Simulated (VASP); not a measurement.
Write the native input for VASP 6.6.1 that does the following.

- Task: relaxation of the atoms
- Functional: PBE
- Dispersion: D3(BJ)
- Potentials or basis: VASP PAW PBE potentials, release 64 (Si)
- Cutoff: 520 eV
- k mesh: 16 × 16 × 16
- Occupations: gaussian, width 0.15 eV
- Spin: no spin polarisation
- Dipole correction: no
- Further INCAR settings: ALGO = Fast; EDIFF = 1e-07; IBRION = 2; EDIFFG = -0.01; NSW = 100

The structure of Si lies in POSCAR:

```
Si
1.0
   -1.6859130799      1.5396668942      1.3400172760
    1.5884541362     -1.5860492875      1.2768503167
    1.7264013977      1.6265376053     -1.3973789172
Si
1
Direct
    0.0000000000      0.0000000000      0.0000000000
```

These files were run (other wordings do the same):

INCAR

```
SYSTEM = Si
ALGO = Fast
EDIFF = 1E-7
EDIFFG = -0.01
ENCUT = 520
GGA = PE
IBRION = 2
ISIF = 2
ISMEAR = 0
IVDW = 12
LASPH = .True.
LCHARG = .False.
LREAL = .False.
LWAVE = .False.
NELM = 60
NSW = 100
PREC = Accurate
SIGMA = 0.15
```

KPOINTS

```
k-points
0
Gamma
  16 16 16
  0 0 0
```

Potentials or basis: VASP PAW PBE potentials, release 64 (Si).

Command:

```console
$ cat potpaw_PBE.64/Si/POTCAR > POTCAR
$ mpirun -np 1 vasp_std > vasp.out
```

Results of the run:

```json
{"Pressure after relaxing": "0.7 GPa", "Band gap on the k mesh": "zero (bands 2 and 3 overlap by 13.32 eV)", "Dispersion energy per atom": "-0.454 eV"}
```

It took 3.6 min on 1 thread of Oxide Virtual Turin-like Processor, with other jobs on the host, peak memory 0.23 GiB.
